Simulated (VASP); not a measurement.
A run of VASP 6.6.1 is set up as follows.

The input INCAR:

```
PREC = Accurate
ENCUT = 520
EDIFF = 1E-7
ISMEAR = 0
SIGMA = 0.15
LREAL = False
LASPH = True
NELM = 100
ALGO = Fast
ISIF = 2
LWAVE = False
LCHARG = False
GGA = PS
NBANDS = 12
```

File KPOINTS:

```
regular mesh
0
Gamma
  20 20 20
```

File POSCAR:

```
Ag
1.0
    0.0000000000      1.8796520000      2.1248240000
    1.8796520000      0.0000000000      2.1248240000
    1.8796520000      1.8796520000      0.0000000000
Ag
1
Direct
    0.0000000000      0.0000000000      0.0000000000
```

Potentials or basis: VASP PAW PBE potentials, release 64 (Ag).

Launch:

```sh
$ cat potpaw_PBE.64/Ag/POTCAR > POTCAR
$ mpirun -np 1 vasp_std > vasp.out
```

**Question.** Estimate the pressure.

**Answer.** 17.1 GPa.

Stress tensor (GPa, compression positive):
```
20.58  0.00  0.00
 0.00 20.58  0.00
 0.00  0.00 10.19
```

Caveat: the cell differs from its parent crystal (strain -0.080 along x and y, +0.040 along z); the PAW data sets were made with another functional, which shifts forces and pressure a little.
